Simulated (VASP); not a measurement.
# HfGe: single point with LDA

The system is HfGe.

```
Hf Ge
1.0
     3.50084    0.00000    0.00000
     0.00000    3.50084    0.00000
     0.00000    0.00000    3.50084
Hf Ge
1 1
Cartesian
  0.0000 0.0000 0.0000
  1.7504 1.7504 1.7504
```

```
Program                : VASP 6.6.1
Task                   : single point
Functional             : LDA
Potentials or basis    : VASP PAW LDA potentials, release 64 (Hf_pv, Ge_d)
Cutoff                 : 520 eV
k mesh                 : 6 × 6 × 6
Occupations            : fermi-dirac, width 0.05 eV
Spin                   : non-collinear spin, zero start, spin-orbit coupling
Starting moments       : [[0.0, 0.0, 0.0], [0.0, 0.0, 0.0]] μB
Dipole correction      : no
Further INCAR settings : ALGO = Normal; EDIFF = 1e-06; NBANDS = 36
```

* Pressure: -18.1 GPa
* Net moment: 0.00 μB per cell
* Valence electrons inside the program's atomic spheres: Hf 8.14; Ge 12.29

Moments on the atoms (μB; x, y, z):
```
Hf  0.00 0.00 0.00
Ge  0.00 0.00 0.00
```

Wall time 43 s on 1 thread of AMD EPYC 9R45 96-Core Processor (Zen 5) (shared host), peak memory 0.2 GiB.
